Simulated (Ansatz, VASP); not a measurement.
GaN in VASP and in Ansatz

```xyz
4
Lattice="3.1665 0.0000 0.0000 -1.5833 2.7423 0.0000 0.0000 0.0000 5.4164" Properties=species:S:1:pos:R:3 pbc="T T T"
Ga    0.0000    1.8282    5.4117
Ga    1.5833    0.9141    2.7035
N     0.0000    1.8282    2.0358
N     1.5833    0.9141    4.7440
```

Alike in both runs: task single point; functional PBE; k mesh 12 × 12 × 6; occupations gaussian, width 0.05 eV; no spin polarisation.

|  | VASP | Ansatz |
| --- | --- | --- |
| version | VASP 6.6.1 | Ansatz 0.2.0 |
| potentials or method | VASP PAW PBE potentials, release 64 (Ga_d, N), cutoff 520 eV | scalar-relativistic, plane waves, PAW |
| valence electrons in the cell | 36 | 36 |

```csv
,VASP,Ansatz,Ansatz less VASP
gap on the k mesh at the Fermi level (eV),1.55,1.54,-0.005
least direct gap on the mesh (eV),1.55,1.54,-0.005
pressure (GPa),0.7,0.7,-0.09
"traceless stress, the component that is largest in VASP (GPa)",-10.81,-10.84,-0.026
rms of the force components (eV/Å),0.185,0.189,+0.0036
```

Atom by atom the forces differ by 0.004 eV/Å (rms over components).
